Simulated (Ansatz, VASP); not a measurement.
## CdHg2Se3: VASP beside Ansatz

The input INCAR:

```
PREC = Accurate
ENCUT = 520
EDIFF = 1E-6
ISMEAR = 0
SIGMA = 0.02
LREAL = False
LASPH = True
NELM = 60
ALGO = Normal
ISIF = 2
LWAVE = False
LCHARG = False
GGA = PE
NBANDS = 36
```

KPOINTS

```
Automatic mesh
0
Gamma
  8 8 4
```

Contents of POSCAR:

```
CdHg2Se3
1.0
    3.6762645000     -2.3664497000      0.0000000000
    3.6762645000      2.3664497000      0.0000000000
   -0.9860705000      0.0000000000     10.0152070000
Cd Hg Se
1 2 3
Direct
    0.3626760000      0.6373240000      0.0000000000
    0.9961470000      0.2820260000      0.6706310000
    0.7179740000      0.0038530000      0.3293690000
    0.5110200000      0.4889800000      0.5000000000
    0.9466300000      0.5344470000      0.1540750000
    0.4655530000      0.0533700000      0.8459250000
```

Input for Ansatz:

```yaml
crystal:
  lattice:
    - [3.6762645, -2.3664497, 0.0]
    - [3.6762645, 2.3664497, 0.0]
    - [-0.9860705, 0.0, 10.015207]
  atoms:
    - { symbol: Cd, position: [0.362676, 0.637324, 0.0] }
    - { symbol: Hg, position: [0.996147, 0.282026, 0.670631] }
    - { symbol: Hg, position: [0.717974, 0.003853, 0.329369] }
    - { symbol: Se, position: [0.51102, 0.48898, 0.5] }
    - { symbol: Se, position: [0.94663, 0.534447, 0.154075] }
    - { symbol: Se, position: [0.465553, 0.05337, 0.845925] }
basis:
  ecutwfc: 420
kpoints:
  mp_grid: { grid: [8, 8, 4] }
  band_path:
    path:
      - [[0.0, 0.0, 0.0], [-0.35459496, 0.35459496, 0.0]]
      - [[-0.64540504, -0.35459496, 0.0], [-0.5, -0.5, 0.0], [0.0, 0.0, 0.0], [-0.5, -0.5, 0.5], [-0.65289269, -0.34710731, 0.5]]
      - [[-0.34710731, 0.34710731, 0.5], [0.0, 0.0, 0.5], [0.0, 0.0, 0.0]]
      - [[-0.5, 0.0, 0.5], [0.0, 0.0, 0.0], [-0.5, 0.0, 0.0]]
    npoints: 14
hamiltonian:
  xc: pbe
scf:
  occupations: { method: gaussian, width: 0.02 }
  n_extra_bands: 15
output:
  forces: true
  stress: true
  eigenvalues: true
  populations: true
  dos: { projected: true, de: 0.02, nscf_kmesh: { grid: [12, 12, 6] } }
  bader: true
  write_density: true
  write_potential: true
  elf: true
  volumetric_format: npy
```

Alike in both runs: task single point; functional PBE; k mesh 8 × 8 × 4; occupations gaussian, width 0.02 eV; no spin polarisation.

```csv
,VASP,Ansatz
version,VASP 6.6.1,Ansatz 0.2.0
potentials or method,"VASP PAW PBE potentials, release 64 (Cd, Hg, Se), cutoff 520 eV","scalar-relativistic, plane waves, PAW"
valence electrons in the cell,54,108
```

VASP gave:

| Property | Result |
| --- | --- |
| gap on the k mesh at the Fermi level (eV) | 0.95 |
| least direct gap on the mesh (eV) | 0.98 |
| pressure (GPa) | 0.3 |
| traceless stress, the component that is largest in VASP (GPa) | -0.13 |
| rms of the force components (eV/Å) | 0.028 |

Q: What did Ansatz give for the same quantities?

A: gap on the k mesh at the Fermi level (eV): 0.96; least direct gap on the mesh (eV): 0.99; pressure (GPa): 0.0; traceless stress, the component that is largest in VASP (GPa): -0.02; rms of the force components (eV/Å): 0.003.

Atom by atom the forces differ by 0.029 eV/Å (rms over components). With one functional, cell and mesh, what is left measures potentials, basis and numerics. VASP's potentials hold 54 valence electrons a cell and Ansatz's 108, so a difference there can come from the potentials and not from the codes.

Spin-orbit coupling is off throughout.
